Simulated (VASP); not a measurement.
Runs of VASP 6.6.1 on AlRu. The structure is that of space group Pm-3m (No. 221), or close to it. The cells are those of the table. 

```csv
cell,gap on the mesh (eV),pressure (GPa)
"a = 2.992 Å, 2 atoms",none,-7.5
"a = 3.050 Å, 2 atoms",none,-17.5
"a = 2.961 Å, 2 atoms",none,-1.0
"a = 2.931 Å, 2 atoms",none,(b)
"a = 3.021 Å, 2 atoms",none,(a)
```

Alike in all rows: task single point; level LDA; potentials or basis VASP PAW LDA potentials, release 64 (Al, Ru_pv); no spin polarisation; k mesh 10 × 10 × 10; cutoff (eV) 520; smearing fermi-dirac 0.1 eV.

Problem. Fill in the values left out.

Solution. (a) -12.9; (b) 6.6.

A k mesh can miss the band edges, and the runs leave out spin-orbit coupling on Ru.

A gap of «none» marks levels without a gap at the run's occupations.
